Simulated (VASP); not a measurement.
A run of VASP 6.6.1:

The input INCAR:

```
PREC = Accurate ; ENCUT = 600
EDIFF = 1E-6 ; ISMEAR = -1
SIGMA = 0.08 ; LREAL = F
LASPH = T ; NELM = 80
ALGO = Normal ; ISIF = 3
LWAVE = F ; LCHARG = F
GGA = CA ; IBRION = 2
NSW = 60 ; EDIFFG = -0.005
PSTRESS = 520.0
```

File KPOINTS:

```
regular mesh
0
Gamma
  16 16 16
```

File POSCAR:

```
Sn
1.0
   -1.6412354229      1.6412354229      1.6412354229
    1.6412354229     -1.6412354229      1.6412354229
    1.6412354229      1.6412354229     -1.6412354229
Sn
1
Direct
    0.0000000000      0.0000000000      0.0000000000
```

Potentials or basis: VASP PAW LDA potentials, release 64 (Sn_d).

Launch:

```console
$ cat potpaw_LDA.64/Sn_d/POTCAR > POTCAR
$ mpirun -np 1 vasp_std > vasp.out
```

Hardware: 1 thread of Intel Xeon 8259CL, on a shared host.

Q: Estimate the wall time of this run.

A: Wall time 54 s on 1 thread of Intel Xeon 8259CL, with other jobs on the host, peak memory 0.16 GiB. Counts: scf iterations 23, k points 145, ion steps 3.
